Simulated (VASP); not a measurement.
Here is a VASP 6.6.1 calculation.

INCAR

```
SYSTEM = GaP
ALGO = Normal
EDIFF = 1E-6
ENCUT = 520
GGA = PE
ISIF = 2
ISMEAR = 0
LASPH = .TRUE.
LCHARG = .FALSE.
LREAL = .FALSE.
LWAVE = .FALSE.
NBANDS = 26
NELM = 80
PREC = Accurate
SIGMA = 0.05
```

The input KPOINTS:

```
k-points
0
G
  9 9 9
  0 0 0
```

Contents of POSCAR:

```
GaP
1.0
    2.0574043777      1.1878429713      6.0420480161
   -2.0574043777      1.1878429713      6.0420480161
    0.0000000000     -2.3756859426      6.0420480161
Ga P
2 2
Direct
    0.4355841032      0.4355841032      0.4355841032
    0.5644158968      0.5644158968      0.5644158968
    0.0575077006      0.0575077006      0.0575077006
    0.9424922994      0.9424922994      0.9424922994
```

Potentials or basis: VASP PAW PBE potentials, release 64 (Ga_d, P).

Launch:

```sh
$ cat potpaw_PBE.64/Ga_d/POTCAR potpaw_PBE.64/P/POTCAR > POTCAR
$ mpirun -np 1 vasp_std > vasp.out
```

Problem. Estimate the band gap on the k mesh.

Solution. 0.10 eV, indirect (least direct gap 0.21 eV).

Problem. Predict the pressure.

Solution. -0.5 GPa.

Stress tensor (GPa, compression positive):
```
-7.61  0.00  0.00
 0.00 -7.61  0.00
 0.00  0.00 13.60
```

Caveat: forces of over 1 eV/Å act on the atoms, so gaps and moduli don't describe the material at rest. A k mesh can miss the band edges.
